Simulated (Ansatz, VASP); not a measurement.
## One calculation of Fe, two programs

The input INCAR:

```
SYSTEM = Fe
PREC = Accurate ; ENCUT = 520
EDIFF = 1E-6 ; ISMEAR = 0
SIGMA = 0.15 ; LREAL = .FALSE.
LASPH = .TRUE. ; NELM = 150
ALGO = Normal ; ISIF = 2
LWAVE = .FALSE. ; LCHARG = .FALSE.
ISPIN = 2 ; MAGMOM = 2.44
LORBIT = 11 ; LMAXMIX = 4
GGA = PE ; NBANDS = 14
```

Contents of KPOINTS:

```
Automatic mesh
0
G
  12 12 12
  0 0 0
```

File POSCAR:

```
Fe
1.0
   -1.4282525479      1.4282525479      1.4282525479
    1.4282525479     -1.4282525479      1.4282525479
    1.4282525479      1.4282525479     -1.4282525479
Fe
1
Direct
    0.0000000000      0.0000000000      0.0000000000
```

Input for Ansatz:

```yaml
crystal:
  lattice:
    - [-1.4282525479, 1.4282525479, 1.4282525479]
    - [1.4282525479, -1.4282525479, 1.4282525479]
    - [1.4282525479, 1.4282525479, -1.4282525479]
  atoms:
    - { symbol: Fe, position: [0.0, 0.0, 0.0], spin: 2.44 }
basis:
  ecutwfc: 520.0
kpoints:
  mp_grid: { grid: [12, 12, 12] }
hamiltonian:
  xc: pbe
scf:
  occupations: { method: gaussian, width: 0.15 }
output:
  forces: true
  stress: true
  eigenvalues: true
  populations: true
magnetization:
  spin_polarized: true
```

Alike in both runs: task single point; functional PBE; k mesh 12 × 12 × 12; occupations gaussian, width 0.15 eV; collinear spin.

```csv
,VASP,Ansatz
version,VASP 6.6.1,Ansatz 0.2.0
potentials or method,"VASP PAW PBE potentials, release 64 (Fe), cutoff 520 eV","scalar-relativistic, plane waves, PAW"
valence electrons in the cell,8,16
```

```tsv
	VASP	Ansatz	Ansatz less VASP
gap on the k mesh at the Fermi level (eV)	none	none	-
pressure (GPa)	-4.1	-4.3	-0.26
net moment per atom (μB)	2.26	2.23	-0.034
size of the moment on the site where the two differ most (μB)	2.27	2.28	+0.019
```

Site moments also hang on the region over which each program counts them. A gap of «none» marks a metal or a gap that the smearing closes. VASP's potentials hold 8 valence electrons a cell and Ansatz's 16, so a difference there can come from the potentials and not from the codes.
